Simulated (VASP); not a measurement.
# CaZn (Pm-3m) in VASP: single point with LDA

Aim: the single point of CaZn with LDA.

Everything below comes from runs of VASP 6.6.1. Logs are shortened: lines on timing, memory, paths and dates and some standing lists are left out, and cuts for length are marked.

### 1 The cell of the first run

It takes space group Pm-3m (No. 221, cubic). The conventional cell has a = 3.649 Å, b = 3.649 Å, c = 3.649 Å, α = 90.00°, β = 90.00°, γ = 90.00°. Ca (site symmetry m-3m) has 8 Zn at 3.16 Å and 6 Ca at 3.65 Å within 4.2 Å. Within 4.2 Å of Zn (site symmetry m-3m) lie 8 Ca at 3.16 Å and 6 Zn at 3.65 Å.

### 2 Single point, LDA

INCAR reads:

```
PREC = Accurate
ENCUT = 500
EDIFF = 1E-6
ISMEAR = 0
SIGMA = 0.1
LREAL = False
LASPH = True
NELM = 120
ALGO = Normal
ISIF = 2
LWAVE = False
LCHARG = True
GGA = CA
LELF = True
LVHAR = True
NBANDS = 18
GGA_COMPAT = False
```

KPOINTS reads:

```
regular mesh
0
Gamma
  6 6 6
```

POSCAR reads:

```
CaZn
1.0
    3.6486837200      0.0000000000      0.0000000000
    0.0000000000      3.6486837200      0.0000000000
    0.0000000000      0.0000000000      3.6486837200
Ca Zn
1 1
Direct
    0.0000000000      0.0000000000      0.0000000000
    0.5000000000      0.5000000000      0.5000000000
```

Potentials or basis: VASP PAW LDA potentials, release 64 (Ca_sv, Zn).

Launch:

```bash
cat potpaw_LDA.64/Ca_sv/POTCAR potpaw_LDA.64/Zn/POTCAR > POTCAR
mpirun -np 1 vasp_std > vasp.out
```

OUTCAR:

```text
PREC = Accurate
   ENCUT = 500
   EDIFF = 1E-6
   ISMEAR = 0
   LREAL = False
   LASPH = True
   NELM = 120
   ISIF = 2
   GGA = CA

 ion  position               nearest neighbor table
   1  0.000  0.000  0.000-
   2  0.500  0.500  0.500-

  LATTYP: Found a simple cubic cell.
 ALAT       =     3.6486837200

  Lattice vectors:

 A1 = (   3.6486837200,   0.0000000000,   0.0000000000)
 A2 = (   0.0000000000,   3.6486837200,   0.0000000000)
 A3 = (   0.0000000000,   0.0000000000,   3.6486837200)

Analysis of symmetry for initial positions (statically):
=====================================================================
 Subroutine PRICEL returns:
 Original cell was already a primitive cell.

 Routine SETGRP: Setting up the symmetry group for a
 simple cubic supercell.

 Subroutine GETGRP returns: Found 48 space group operations
 (whereof 48 operations were pure point group operations)
 out of a pool of 48 trial point group operations.

The static configuration has the point symmetry O_h .

Analysis of symmetry for dynamics (positions and initial velocities):
=====================================================================
 Subroutine PRICEL returns:
 Original cell was already a primitive cell.

 Routine SETGRP: Setting up the symmetry group for a
 simple cubic supercell.

 Subroutine GETGRP returns: Found 48 space group operations
 (whereof 48 operations were pure point group operations)
 out of a pool of 48 trial point group operations.

The dynamic configuration has the point symmetry O_h .

 Subroutine INISYM returns: Found 48 space group operations
 (whereof 48 operations are pure point group operations),
 and found     1 'primitive' translations

----------------------------------------------------------------------------------------

                                     Primitive cell

  volume of cell :      48.5745

  direct lattice vectors                    reciprocal lattice vectors
     3.648683720  0.000000000  0.000000000     0.274071440  0.000000000  0.000000000
     0.000000000  3.648683720  0.000000000     0.000000000  0.274071440  0.000000000
     0.000000000  0.000000000  3.648683720     0.000000000  0.000000000  0.274071440

  length of vectors
     3.648683720  3.648683720  3.648683720     0.274071440  0.274071440  0.274071440

  position of ions in fractional coordinates (direct lattice)
     0.000000000  0.000000000  0.000000000
     0.500000000  0.500000000  0.500000000

  ion indices of the primitive-cell ions
   primitive index   ion index
                 1           1
                 2           2

----------------------------------------------------------------------------------------

 KPOINTS: regular mesh

Automatic generation of k-mesh.
 Grid dimensions read from file:
 generate k-points for:    6    6    6

 Generating k-lattice:

  Cartesian coordinates                     Fractional coordinates (reciprocal lattice)
     0.045678573  0.000000000  0.000000000     0.166666667  0.000000000  0.000000000
     0.000000000  0.045678573  0.000000000     0.000000000  0.166666667  0.000000000
     0.000000000  0.000000000  0.045678573     0.000000000  0.000000000  0.166666667

  Length of vectors
     0.045678573  0.045678573  0.045678573

  Shift w.r.t. Gamma in fractional coordinates (k-lattice)
     0.000000000  0.000000000  0.000000000

 Subroutine IBZKPT returns following result:
 ===========================================

 Found     20 irreducible k-points:

 Following reciprocal coordinates:
            Coordinates               Weight
  0.000000  0.000000  0.000000      1.000000
  0.166667  0.000000  0.000000      6.000000
  0.333333  0.000000  0.000000      6.000000
  0.500000  0.000000  0.000000      3.000000
  0.166667  0.166667  0.000000     12.000000
  0.333333  0.166667  0.000000     24.000000
[... 12 lines left out ...]
  0.500000  0.500000  0.333333      6.000000
  0.500000  0.500000  0.500000      1.000000
   k-points           NKPTS =     20   k-points in BZ     NKDIM =     20   number of bands    NBANDS=     18
   number of dos      NEDOS =    301   number of ions     NIONS =      2
   total plane-waves  NPLWV =  21952
   dimension x,y,z NGX =    28 NGY =   28 NGZ =   28
   dimension x,y,z NGXF=    56 NGYF=   56 NGZF=   56
   ions per type =               1   1
   NGX,Y,Z   is equivalent  to a cutoff of  12.76, 12.76, 12.76 a.u.
   NGXF,Y,Z  is equivalent  to a cutoff of  25.52, 25.52, 25.52 a.u.
 SYSTEM =  unknown system
   PREC   = accura    normal or accurate (medium, high low for compatibility)
   ISTART =      0    job   : 0-new  1-cont  2-samecut
   ICHARG =      2    charge: 1-file 2-atom 10-const
   ISPIN  =      1    spin polarized calculation?
   LNONCOLLINEAR =      F non collinear calculations
   LSORBIT =      F    spin-orbit coupling
   LASPH  =      T    aspherical Exc in radial PAW
   ENCUT  =  500.0 eV  36.75 Ry    6.06 a.u.   6.65  6.65  6.65*2*pi/ulx,y,z
   NELM   =    120;   NELMIN=  2; NELMDL= -5     # of ELM steps
   EDIFF  = 0.1E-05   stopping-criterion for ELM
   LREAL  =      F    real-space projection
   EDIFFG = 0.1E-04   stopping-criterion for IOM
   NSW    =      0    number of steps for IOM
   IBRION =     -1    ionic relax: 0-MD 1-quasi-New 2-CG
   NFREE  =      0    steps in history (QN), initial steepest desc. (CG)
   ISIF   =      2    stress and relaxation
   ISYM   =      2    0-nonsym 1-usesym 2-fastsym
   POTIM  = 0.5000    time-step for ionic-motion
   TEBEG  =    0.0;   TEEND  =   0.0 temperature during run
   PSTRESS=    0.0 pullay stress
   NELECT =      22.0000    total number of electrons
   NUPDOWN=      -1.0000    fix difference up-down
   EMIN   =  10.00;   EMAX   =-10.00  energy-range for DOS
   EFERMI =   0.00;   METHOD = LEGACY
   ISMEAR =     0;   SIGMA  =   0.10  broadening in eV -4-tet -1-fermi 0-gaus
   EFERMI_NEDOS =   21; number of points for ismear=-14 and -15
   IALGO  =     38    algorithm
   IMIX   =      4    mixing-type and parameters
     AMIX     =   0.40;   BMIX     =  1.00
     AMIX_MAG =   1.60;   BMIX_MAG =  1.00
  volume/ion in A,a.u.               =      24.29       163.90
  Fermi-wavevector in a.u.,A,eV,Ry     =   1.257225  2.375810 21.505552  1.580613
  Thomas-Fermi vector in A             =   2.390894
   LORBIT       =      0    0 simple, 1 ext, 2 COOP (PROOUT), +10 PAW based schemes
   GGA     = CA    functional components
   LHFCALC =     F    Hartree Fock is set to
   AEXX    =    0.0000 exact exchange contribution
   IVDW    =     0    specifies the selected vdW correction
   LEPSILON=     F    determine dielectric tensor
   LRPA    =     F    only Hartree local field effects (RPA)
 non-spin polarized calculation
 Gauss-broadening in eV      SIGMA  =   0.10
  energy-cutoff  :      500.00
  volume of cell :       48.57
 maximum number of plane-waves:      1253
 NGX is ok and might be reduce to    28
   NGX = 13   NGY = 13   NGZ = 13

 number of electron      21.9999977 magnetization

 Free energy of the ion-electron system (eV)
  ---------------------------------------------------
  ext. energy  EPLUGINS =         0.00000000
  ---------------------------------------------------
  free energy    TOTEN  =        -4.51456224 eV

  energy without entropy =       -4.50481079  energy(sigma->0) =       -4.50968652

 E-fermi :   2.3186     XC(G=0):  -9.7975

 val. band max:        2.2578671312   @ k =   0.5000   0.3333   0.3333
 cond. band min:       2.3221690243   @ k =   0.3333   0.3333   0.3333
 fundamental gap:      0.0643018931
 Fermi energy:         2.3185595235

 k-point     1 :       0.0000    0.0000    0.0000
  band No.  band energies     occupation
      1     -38.2015      2.00000
      2     -19.4526      2.00000
      3     -19.4526      2.00000
      4     -19.4526      2.00000
      5      -4.7813      2.00000
      6      -4.7813      2.00000
[... 10 lines left out ...]
     17       6.9738      0.00000
     18       6.9738      0.00000

 k-point     2 :       0.1667    0.0000    0.0000
  band No.  band energies     occupation
      1     -38.1981      2.00000
      2     -19.4977      2.00000
      3     -19.4488      2.00000
      4     -19.4488      2.00000
      5      -4.7729      2.00000
      6      -4.7488      2.00000
[... 10 lines left out ...]
     17       8.3402      0.00000
     18       8.3402      0.00000

 k-point     3 :       0.3333    0.0000    0.0000
  band No.  band energies     occupation
      1     -38.1915      2.00000
      2     -19.5863      2.00000
      3     -19.4412      2.00000
      4     -19.4412      2.00000
      5      -4.7562      2.00000
      6      -4.6907      2.00000
[... 10 lines left out ...]
     17      10.0011      0.00000
     18      10.0011      0.00000

 k-point     4 :       0.5000    0.0000    0.0000
  band No.  band energies     occupation
      1     -38.1882      2.00000
      2     -19.6300      2.00000
      3     -19.4373      2.00000
      4     -19.4373      2.00000
      5      -4.7479      2.00000
      6      -4.6695      2.00000
[... 291 lines left out ...]
      4     -19.5446      2.00000
      5      -4.7438      2.00000
      6      -4.7196      2.00000
[... 10 lines left out ...]
     17       8.0182      0.00000
     18       9.6960      0.00000

 k-point    19 :       0.5000    0.5000    0.3333
  band No.  band energies     occupation
      1     -38.1660      2.00000
      2     -19.5854      2.00000
      3     -19.5854      2.00000
      4     -19.5408      2.00000
      5      -4.7466      2.00000
      6      -4.7227      2.00000
[... 10 lines left out ...]
     17       7.8412      0.00000
     18       8.6802      0.00000

 k-point    20 :       0.5000    0.5000    0.5000
  band No.  band energies     occupation
      1     -38.1629      2.00000
      2     -19.5800      2.00000
      3     -19.5800      2.00000
      4     -19.5800      2.00000
      5      -4.7331      2.00000
      6      -4.7331      2.00000
[... 10 lines left out ...]
     17       7.8599      0.00000
     18       7.8599      0.00000

------------------------ aborting loop because EDIFF is reached ----------------------------------------

  FORCE on cell =-STRESS in cart. coord.  units (eV):
  Direction    XX          YY          ZZ          XY          YZ          ZX
  --------------------------------------------------------------------------------------
  -------------------------------------------------------------------------------------
  Total       -0.8547293     -0.8547293     -0.8547293      0.0000000      0.0000000      0.0000000
  in kB      -28.1923009    -28.1923009    -28.1923009      0.0000000      0.0000000      0.0000000
  external PRESSURE =     -28.1923009 kB  Pullay stress =       0.0000000 kB

 VOLUME and BASIS-vectors are now :
 -----------------------------------------------------------------------------
  energy-cutoff  :      500.00
  volume of cell :       48.57
      direct lattice vectors                 reciprocal lattice vectors
     3.648683720  0.000000000  0.000000000     0.274071440  0.000000000  0.000000000
     0.000000000  3.648683720  0.000000000     0.000000000  0.274071440  0.000000000
     0.000000000  0.000000000  3.648683720     0.000000000  0.000000000  0.274071440

 POSITION                                       TOTAL-FORCE (eV/Angst)
 -----------------------------------------------------------------------------------
      0.00000      0.00000      0.00000         0.000000      0.000000      0.000000
      1.82434      1.82434      1.82434         0.000000      0.000000      0.000000
 -----------------------------------------------------------------------------------
    total drift:                                0.000000      0.000000      0.000000

  FREE ENERGIE OF THE ION-ELECTRON SYSTEM (eV)
  ---------------------------------------------------
  free  energy   TOTEN  =        -4.5145622373 eV

  energy  without entropy=       -4.5048107938  energy(sigma->0) =       -4.50968652
```

Wall time 19 s (1 thread of Intel Xeon 8259CL, shared host); peak memory 0.15 GiB.

What came out:

```yaml
Free_energy: -4.5146 eV
Pressure: -2.8 GPa
Band_gap_on_the_k_mesh: zero (band 11 reaches 3.79 eV, above the bottom of band 12 at 1.67 eV)
```
